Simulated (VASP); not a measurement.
Here is a VASP 6.6.1 calculation.

File INCAR:

```
SYSTEM = NaCl
PREC = Accurate
ENCUT = 600
EDIFF = 1E-6
ISMEAR = -1
SIGMA = 0.02
LREAL = .FALSE.
LASPH = .TRUE.
NELM = 60
ALGO = Normal
ISIF = 3
LWAVE = .FALSE.
LCHARG = .FALSE.
GGA = PS
IBRION = 2
NSW = 80
EDIFFG = -0.005
```

KPOINTS

```
regular mesh
0
G
  6 6 6
  0 0 0
```

The input POSCAR:

```
NaCl
1.0
    3.5064772242      0.0000000000      0.0000000000
    0.0000000000      3.5064772242      0.0000000000
    0.0000000000      0.0000000000      3.5064772242
Na Cl
1 1
Direct
    0.0000000000      0.0000000000      0.0000000000
    0.5000000000      0.5000000000      0.5000000000
```

Potentials or basis: VASP PAW PBE potentials, release 64 (Na_pv, Cl).

The run is started by

```console
$ cat potpaw_PBE.64/Na_pv/POTCAR potpaw_PBE.64/Cl/POTCAR > POTCAR
$ mpirun -np 1 vasp_std > vasp.out
```

**Question.** What does it give for the relaxed cell?

**Answer.** a = 3.448 Å, b = 3.448 Å, c = 3.448 Å, α = 90.00°, β = 90.00°, γ = 90.00°.

**Question.** Predict the band gap on the k mesh.

**Answer.** 3.99 eV (least direct gap 4.53 eV).

**Question.** Predict the space group after relaxing (to 0.1 Å).

**Answer.** Pm-3m (No. 221).

**Question.** Estimate the relaxed volume.

**Answer.** 20.50 Å³/atom.

Step by step:
```
step  energy change (eV)  largest force (eV/Å)  pressure (GPa)  volume (Å³)
   1              0.0000                0.0000           -1.28        43.11
   2             -0.0066                0.0000           -0.68        42.05
   3             -0.0089                0.0000           -0.12        41.17
   4             -0.0090                0.0000            0.02        41.00
```

Caveat: the PAW data sets were made with another functional, which shifts forces and pressure a little. A k mesh can miss the band edges.
